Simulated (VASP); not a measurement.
Input of a VASP 6.6.1 run:

INCAR

```
SYSTEM = Hf2SiOF2
PREC = Accurate
ENCUT = 600
EDIFF = 1E-7
ISMEAR = 0
SIGMA = 0.1
LREAL = .FALSE.
LASPH = .TRUE.
NELM = 100
ALGO = Normal
ISIF = 3
LWAVE = .FALSE.
LCHARG = .FALSE.
GGA = PE
IBRION = 2
NSW = 90
EDIFFG = -0.04
```

KPOINTS

```
Automatic mesh
0
G
  6 6 4
  0 0 0
```

File POSCAR:

```
Hf2SiOF2
1.0
    3.7431967400      0.0000000000      0.0000000000
   -1.8715983700      3.2417034700      0.0000000000
    0.0000000000      0.0000000000      6.2330983100
Hf Si O F
2 1 1 2
Direct
    0.3333333300      0.6666666700      0.2640774800
    0.6666666700      0.3333333300      0.7359225200
    0.0000000000      0.0000000000      0.5000000000
    0.0000000000      0.0000000000      0.0000000000
    0.3333333300      0.6666666700      0.6681393400
    0.6666666700      0.3333333300      0.3318606600
```

Potentials or basis: VASP PAW PBE potentials, release 64 (Hf_pv, Si, O, F).

Run with:

```sh
$ cat potpaw_PBE.64/Hf_pv/POTCAR potpaw_PBE.64/Si/POTCAR potpaw_PBE.64/O/POTCAR potpaw_PBE.64/F/POTCAR > POTCAR
$ mpirun -np 1 vasp_std > vasp.out
```

(1) Estimate the band gap on the k mesh.

(2) Estimate the relaxed cell.

(3) Predict the relaxed volume.

Answers

(1) zero (bands 22 and 23 overlap by 0.23 eV).

(2) a = 3.720 Å, b = 3.720 Å, c = 6.447 Å, α = 90.00°, β = 90.00°, γ = 120.00°.

(3) 12.88 Å³/atom.

Caveat: spin-orbit coupling is left out, which moves the levels of the heavy elements.
